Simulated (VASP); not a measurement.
# NaI in VASP: a series of runs, part 2 of 2

VASP 6.6.1.

### Step 3. Single point, HSE06 (strain -3.0%)

POSCAR reads:

```
NaI
1.0
    0.0000000000      3.4368958848      3.4368958848
    3.4368958848      0.0000000000      3.4368958848
    3.4368958848      3.4368958848      0.0000000000
Na I
1 1
Direct
    0.0000000000      0.0000000000      0.0000000000
    0.2500000000      0.2500000000      0.2500000000
```

INCAR.step1 reads:

```
SYSTEM = NaI
PREC = Accurate
ENCUT = 520
EDIFF = 1E-5
ISMEAR = 0
SIGMA = 0.01
LREAL = .False.
LASPH = .True.
NELM = 80
ALGO = Normal
ISIF = 2
LWAVE = .True.
LCHARG = .False.
GGA = PE
NBANDS = 14
```

INCAR.step2 reads:

```
SYSTEM = NaI
PREC = Accurate
ENCUT = 520
EDIFF = 1E-7
ISMEAR = 0
SIGMA = 0.01
LREAL = .False.
LASPH = .True.
NELM = 80
ALGO = Normal
ISIF = 2
LWAVE = .False.
LCHARG = .False.
GGA = PE
LHFCALC = .True.
HFSCREEN = 0.2079
PRECFOCK = Normal
ISTART = 1
NBANDS = 14
```

KPOINTS reads:

```
regular mesh
0
Gamma
  4 4 4
  0 0 0
```

Potentials or basis: VASP PAW PBE potentials, release 64 (Na_pv, I).

Run with:

```bash
$ cat potpaw_PBE.64/Na_pv/POTCAR potpaw_PBE.64/I/POTCAR > POTCAR
$ cp INCAR.step1 INCAR
$ mpirun -np 1 vasp_std > vasp.out
$ cp INCAR.step2 INCAR
$ mpirun -np 1 vasp_std > vasp.out
```

OUTCAR:

```text
SYSTEM = NaI
   PREC = Accurate
   ENCUT = 520
   EDIFF = 1E-7
   ISMEAR = 0
   LREAL = .False.
   LASPH = .True.
   NELM = 80
   ISIF = 2
   GGA = PE
   LHFCALC = .True.
   HFSCREEN = 0.2079
   PRECFOCK = Normal
   ISTART = 1

 ion  position               nearest neighbor table
   1  0.000  0.000  0.000-   2 2.98   2 2.98   2 2.98   2 2.98
   2  0.250  0.250  0.250-   1 2.98   1 2.98   1 2.98   1 2.98

  LATTYP: Found a face centered cubic cell.
 ALAT       =     6.8737917696

  Lattice vectors:

 A1 = (   0.0000000000,   3.4368958848,   3.4368958848)
 A2 = (   3.4368958848,   0.0000000000,   3.4368958848)
 A3 = (   3.4368958848,   3.4368958848,   0.0000000000)

Analysis of symmetry for initial positions (statically):
=====================================================================
 Subroutine PRICEL returns:
 Original cell was already a primitive cell.

 Routine SETGRP: Setting up the symmetry group for a
 face centered cubic supercell.

 Subroutine GETGRP returns: Found 24 space group operations
 (whereof 24 operations were pure point group operations)
 out of a pool of 48 trial point group operations.

The static configuration has the point symmetry T_d .

Analysis of symmetry for dynamics (positions and initial velocities):
=====================================================================
 Subroutine PRICEL returns:
 Original cell was already a primitive cell.

 Routine SETGRP: Setting up the symmetry group for a
 face centered cubic supercell.

 Subroutine GETGRP returns: Found 24 space group operations
 (whereof 24 operations were pure point group operations)
 out of a pool of 48 trial point group operations.

The dynamic configuration has the point symmetry T_d .

 Subroutine INISYM returns: Found 24 space group operations
 (whereof 24 operations are pure point group operations),
 and found     1 'primitive' translations

[... 113 lines left out ...]
   IVDW    =     0    specifies the selected vdW correction
   LEPSILON=     F    determine dielectric tensor
   LRPA    =     F    only Hartree local field effects (RPA)
 non-spin polarized calculation
 Gauss-broadening in eV      SIGMA  =   0.01
  energy-cutoff  :      520.00
  volume of cell :       81.19
 maximum number of plane-waves:      2208
  NGX = 28; NGY = 28; NGZ = 28

 number of electron      13.9999995 magnetization

 Free energy of the ion-electron system (eV)
  ---------------------------------------------------
  ext. energy  EPLUGINS =         0.00000000
  ---------------------------------------------------
  free energy    TOTEN  =        -6.11233515 eV

  energy without entropy =       -6.11233515  energy(sigma->0) =       -6.11233515

 E-fermi :  -1.2604     XC(G=0):  -5.7314

 val. band max:       -1.3895686898   @ k =   0.0000   0.0000   0.0000
 cond. band min:       3.5777704074   @ k =   0.0000   0.0000   0.0000
 fundamental gap:      4.9673390973
 Fermi energy:        -1.2604499509

 k-point     1 :       0.0000    0.0000    0.0000
  band No.  band energies     occupation
      1     -25.6322      2.00000
      2     -25.6322      2.00000
      3     -25.6322      2.00000
      4     -12.8515      2.00000
      5      -1.3896      2.00000
      6      -1.3896      2.00000
      7      -1.3896      2.00000
      8       3.5778      0.00000
      9       7.7890      0.00000
     10       7.7890      0.00000
     11       7.7890      0.00000
     12       9.6577      0.00000
     13       9.6577      0.00000
     14      11.1821      0.00000
[... 105 lines left out ...]
      1     -25.6364      2.00000
      2     -25.6341      2.00000
      3     -25.6337      2.00000
      4     -12.5890      2.00000
      5      -2.4374      2.00000
      6      -2.3124      2.00000
      7      -1.9519      2.00000
      8       5.6621      0.00000
      9       7.3633      0.00000
     10       7.4721      0.00000
     11       7.8445      0.00000
     12      11.1777      0.00000
     13      11.5141      0.00000
     14      12.1256      0.00000

------------------------ aborting loop because EDIFF is reached ----------------------------------------

  FORCE on cell =-STRESS in cart. coord.  units (eV):
  Direction    XX          YY          ZZ          XY          YZ          ZX
  --------------------------------------------------------------------------------------
  -------------------------------------------------------------------------------------
  Total        0.7809868      0.7809868      0.7809868      0.0000000      0.0000000      0.0000000
  in kB       15.4107990     15.4107990     15.4107990      0.0000000      0.0000000      0.0000000
  external PRESSURE =      15.4107990 kB  Pullay stress =       0.0000000 kB

 VOLUME and BASIS-vectors are now :
 -----------------------------------------------------------------------------
  energy-cutoff  :      520.00
  volume of cell :       81.19
      direct lattice vectors                 reciprocal lattice vectors
     0.000000000  3.436895885  3.436895885    -0.145480113  0.145480113  0.145480113
     3.436895885  0.000000000  3.436895885     0.145480113 -0.145480113  0.145480113
     3.436895885  3.436895885  0.000000000     0.145480113  0.145480113 -0.145480113

 POSITION                                       TOTAL-FORCE (eV/Angst)
 -----------------------------------------------------------------------------------
      0.00000      0.00000      0.00000        -0.000000     -0.000000     -0.000000
      1.71845      1.71845      1.71845         0.000000      0.000000      0.000000
 -----------------------------------------------------------------------------------
    total drift:                                0.000004      0.000001      0.000002

  FREE ENERGIE OF THE ION-ELECTRON SYSTEM (eV)
  ---------------------------------------------------
  free  energy   TOTEN  =        -6.1123351482 eV

  energy  without entropy=       -6.1123351482  energy(sigma->0) =       -6.11233515
```

OSZICAR.step1:

```text
N       E                     dE             d eps       ncg     rms          rms(c)
DAV:   1     0.816034459909E+02    0.81603E+02   -0.62671E+03   224   0.842E+02
DAV:   2     0.114227279274E+01   -0.80461E+02   -0.74759E+02   264   0.210E+02
DAV:   3    -0.516928106024E+01   -0.63116E+01   -0.62868E+01   278   0.596E+01
DAV:   4    -0.532492147803E+01   -0.15564E+00   -0.15561E+00   304   0.972E+00
DAV:   5    -0.532749371149E+01   -0.25722E-02   -0.25722E-02   308   0.117E+00    0.169E+00
DAV:   6    -0.523735841079E+01    0.90135E-01   -0.11506E-01   248   0.160E+00    0.117E+00
DAV:   7    -0.523048427039E+01    0.68741E-02   -0.97014E-02   272   0.138E+00    0.719E-01
DAV:   8    -0.523879524230E+01   -0.83110E-02   -0.99563E-03   272   0.635E-01    0.233E-01
DAV:   9    -0.523861648015E+01    0.17876E-03   -0.26245E-04   284   0.144E-01    0.622E-02
DAV:  10    -0.523890951531E+01   -0.29304E-03   -0.36687E-04   266   0.119E-01    0.187E-02
DAV:  11    -0.523892374938E+01   -0.14234E-04   -0.35242E-05   296   0.484E-02    0.426E-03
DAV:  12    -0.523892584662E+01   -0.20972E-05   -0.30425E-06   276   0.102E-02
   1 F= -.52389258E+01 E0= -.52389258E+01  d E =-.897085E-30
```

Wall time 16 min (1 thread of Intel Xeon Platinum 8259CL at 2.50GHz (Skylake/Cascade Lake), shared host); peak memory 0.32 GiB.

Results:

* Free energy: -6.1123 eV
* Pressure: 1.5 GPa
* Band gap on the k mesh: 4.97 eV

Caveat: the cell differs from its parent crystal (strain -3.0%); the PAW data sets were made with another functional, which shifts forces and pressure a little; spin-orbit coupling is left out, which moves the levels of the heavy elements.

### Step 4. Single point, HSE06 (strain +2.5%)

POSCAR reads:

```
NaI
1.0
    0.0000000000      3.6317714246      3.6317714246
    3.6317714246      0.0000000000      3.6317714246
    3.6317714246      3.6317714246      0.0000000000
Na I
1 1
Direct
    0.0000000000      0.0000000000      0.0000000000
    0.2500000000      0.2500000000      0.2500000000
```

INCAR.step1 reads:

```
SYSTEM = NaI
ALGO     = Normal         ! electronic algorithm
EDIFF    = 1E-5           ! SCF threshold, eV
ENCUT    = 520            ! plane-wave cutoff, eV
GGA      = PE             ! functional
ISIF     = 2              ! what is computed and relaxed
ISMEAR   = 0              ! smearing method
LASPH    = .TRUE.         ! aspherical terms in the spheres
LCHARG   = .FALSE.        ! write CHGCAR
LREAL    = .FALSE.        ! projectors in reciprocal space
LWAVE    = .TRUE.         ! write WAVECAR
NBANDS   = 14             ! bands
NELM     = 80             ! most SCF steps
PREC     = Accurate       ! precision mode
SIGMA    = 0.01           ! smearing width, eV
```

INCAR.step2 reads:

```
SYSTEM = NaI
ALGO     = Normal         ! electronic algorithm
EDIFF    = 1E-6           ! SCF threshold, eV
ENCUT    = 520            ! plane-wave cutoff, eV
GGA      = PE             ! functional
HFSCREEN = 0.2079         ! screening, 1/A
ISIF     = 2              ! what is computed and relaxed
ISMEAR   = 0              ! smearing method
ISTART   = 1            
LASPH    = .TRUE.         ! aspherical terms in the spheres
LCHARG   = .FALSE.        ! write CHGCAR
LHFCALC  = .TRUE.         ! exact exchange
LREAL    = .FALSE.        ! projectors in reciprocal space
LWAVE    = .FALSE.        ! write WAVECAR
NBANDS   = 14             ! bands
NELM     = 80             ! most SCF steps
PREC     = Accurate       ! precision mode
PRECFOCK = Normal       
SIGMA    = 0.01           ! smearing width, eV
```

KPOINTS reads:

```
k-points
0
G
  4 4 4
  0 0 0
```

Run with:

```bash
$ cat potpaw_PBE.64/Na_pv/POTCAR potpaw_PBE.64/I/POTCAR > POTCAR
$ cp INCAR.step1 INCAR
$ mpirun -np 1 vasp_std > vasp.out
$ cp INCAR.step2 INCAR
$ mpirun -np 1 vasp_std > vasp.out
```

Run time: 13 min. Hardware: 1 thread of Intel Xeon Platinum 8259CL at 2.50GHz (Skylake/Cascade Lake), shared host; peak memory 0.35 GiB.

Results (log left out):

| Property | Result |
| --- | --- |
| Free energy | -6.1436 eV |
| Pressure | -0.6 GPa |
| Band gap on the k mesh | 4.67 eV |

Levels at points of the mesh, in eV from the valence-band top:
| k point | band 5 | band 6 | band 7 | band 8 | band 9 | band 10 |
| --- | --- | --- | --- | --- | --- | --- |
| (0.00, 0.00, 0.00) | 0.00 | 0.00 | 0.00 | 4.67 | 8.87 | 8.87 |
| (0.50, 0.00, 0.00) | -1.13 | -0.13 | -0.13 | 6.31 | 8.46 | 8.64 |
| (0.50, 0.50, 0.00) | -1.05 | -0.37 | -0.37 | 6.13 | 7.16 | 9.73 |

Caveat: the cell differs from its parent crystal (strain +2.5%); the PAW data sets were made with another functional, which shifts forces and pressure a little; spin-orbit coupling is left out, which moves the levels of the heavy elements.

### Step 5. Single point, HSE06 (uniaxial z strain -1.5%)

POSCAR reads:

```
NaI
1.0
    0.0000000000      3.5431916338      3.4900437593
    3.5431916338      0.0000000000      3.4900437593
    3.5431916338      3.5431916338      0.0000000000
Na I
1 1
Direct
    0.0000000000      0.0000000000      0.0000000000
    0.2500000000      0.2500000000      0.2500000000
```

INCAR.step1 reads:

```
SYSTEM = NaI
  PREC = Accurate
  ENCUT = 520
  EDIFF = 1E-5
  ISMEAR = 0
  SIGMA = 0.01
  LREAL = .False.
  LASPH = .True.
  NELM = 60
  ALGO = Normal
  ISIF = 2
  LWAVE = .True.
  LCHARG = .False.
  GGA = PE
  NBANDS = 14
```

INCAR.step2 reads:

```
SYSTEM = NaI
  PREC = Accurate
  ENCUT = 520
  EDIFF = 1E-6
  ISMEAR = 0
  SIGMA = 0.01
  LREAL = .False.
  LASPH = .True.
  NELM = 60
  ALGO = Normal
  ISIF = 2
  LWAVE = .False.
  LCHARG = .False.
  GGA = PE
  LHFCALC = .True.
  HFSCREEN = 0.2079
  PRECFOCK = Normal
  ISTART = 1
  NBANDS = 14
```

KPOINTS reads:

```
Automatic mesh
0
Gamma
  4 4 4
  0 0 0
```

Potentials or basis: VASP PAW PBE potentials, release 64 (Na_pv, I).

Run with:

```bash
$ cat potpaw_PBE.64/Na_pv/POTCAR potpaw_PBE.64/I/POTCAR > POTCAR
$ cp INCAR.step1 INCAR
$ mpirun -np 1 vasp_std > vasp.out
$ cp INCAR.step2 INCAR
$ mpirun -np 1 vasp_std > vasp.out
```

OUTCAR:

```text
SYSTEM = NaI
   PREC = Accurate
   ENCUT = 520
   EDIFF = 1E-6
   ISMEAR = 0
   LREAL = .False.
   LASPH = .True.
   NELM = 60
   ISIF = 2
   GGA = PE
   LHFCALC = .True.
   HFSCREEN = 0.2079
   PRECFOCK = Normal
   ISTART = 1

 ion  position               nearest neighbor table
   1  0.000  0.000  0.000-   2 3.05   2 3.05   2 3.05   2 3.05
   2  0.250  0.250  0.250-   1 3.05   1 3.05   1 3.05   1 3.05

  LATTYP: Found a body centered tetragonal cell.
 ALAT       =     5.0108296626
 C/A-ratio  =     1.3930003589
[... 407 lines left out ...]

  FORCE on cell =-STRESS in cart. coord.  units (eV):
  Direction    XX          YY          ZZ          XY          YZ          ZX
  --------------------------------------------------------------------------------------
  -------------------------------------------------------------------------------------
  Total        0.2059700      0.2059700      0.2154662      0.0000000     -0.0000000      0.0000000
  in kB        3.7658625      3.7658625      3.9394866      0.0000000     -0.0000000      0.0000000
  external PRESSURE =       3.8237372 kB  Pullay stress =       0.0000000 kB

 VOLUME and BASIS-vectors are now :
 -----------------------------------------------------------------------------
  energy-cutoff  :      520.00
  volume of cell :       87.63
      direct lattice vectors                 reciprocal lattice vectors
     0.000000000  3.543191634  3.490043759    -0.141115709  0.141115709  0.143264679
     3.543191634  0.000000000  3.490043759     0.141115709 -0.141115709  0.143264679
     3.543191634  3.543191634  0.000000000     0.141115709  0.141115709 -0.143264679

 POSITION                                       TOTAL-FORCE (eV/Angst)
 -----------------------------------------------------------------------------------
      0.00000      0.00000      0.00000        -0.000000     -0.000000     -0.000000
      1.77160      1.77160      1.74502         0.000000      0.000000      0.000000
 -----------------------------------------------------------------------------------
    total drift:                                0.000001      0.000003     -0.000001

  FREE ENERGIE OF THE ION-ELECTRON SYSTEM (eV)
  ---------------------------------------------------
  free  energy   TOTEN  =        -6.1495926048 eV

  energy  without entropy=       -6.1495926048  energy(sigma->0) =       -6.14959260
```

OUTCAR.step1:

```text
SYSTEM = NaI
   PREC = Accurate
   ENCUT = 520
   EDIFF = 1E-5
   ISMEAR = 0
   LREAL = .False.
   LASPH = .True.
[... 430 lines left out ...]
      0.00000      0.00000      0.00000         0.000000      0.000000      0.000000
      1.77160      1.77160      1.74502        -0.000000     -0.000000      0.000000
 -----------------------------------------------------------------------------------
    total drift:                                0.000001      0.000001      0.000001

  FREE ENERGIE OF THE ION-ELECTRON SYSTEM (eV)
  ---------------------------------------------------
  free  energy   TOTEN  =        -5.2849855639 eV

  energy  without entropy=       -5.2849855639  energy(sigma->0) =       -5.28498556
```

It took 18 min on 1 thread of Intel Xeon Platinum 8259CL at 2.50GHz (Skylake/Cascade Lake), shared host; peak memory 0.35 GiB.

Results:

```
Free energy            : -6.1496 eV
Pressure               : 0.4 GPa
Band gap on the k mesh : 4.81 eV
```

Caveat: the cell differs from its parent crystal (uniaxial z strain -1.5%); the PAW data sets were made with another functional, which shifts forces and pressure a little; spin-orbit coupling is left out, which moves the levels of the heavy elements.

### Step 6. Overview

| level | cell | grid for exact exchange (PRECFOCK) | share of exact exchange | screening parameter | gap on the mesh (eV) | pressure (GPa) |
| --- | --- | --- | --- | --- | --- | --- |
| PBE | a = 5.011, b = 5.011, c = 5.048 Å, angles 59.8, 59.8, 59.5°, 2 atoms, atomic positions A | - | - | - | 3.80 | 0.4 |
| HSE06 | a = 4.861 Å, angles 60.0°, 2 atoms, atomic positions B | Normal | 0.25 | 0.2079 1/Å | 4.97 | 1.5 |
| HSE06 | a = 5.136 Å, angles 60.0°, 2 atoms, atomic positions B | Normal | 0.25 | 0.2079 1/Å | 4.67 | -0.6 |
| HSE06 | a = 4.973, b = 4.973, c = 5.011 Å, angles 59.8, 59.8, 60.5°, 2 atoms, atomic positions B | Normal | 0.25 | 0.2079 1/Å | 4.81 | 0.4 |

Alike in all rows: task single point; potentials or basis VASP PAW PBE potentials, release 64 (Na_pv, I); no spin polarisation; k mesh 4 × 4 × 4; cutoff (eV) 520; smearing gaussian 0.01 eV.

Caveats: spin-orbit coupling is left out, which moves the levels of the heavy elements; the PAW data sets were made with another functional, which shifts forces and pressure a little (at least some runs).

Total energies depend on the potentials used, so only differences within one code and one set of settings carry meaning.
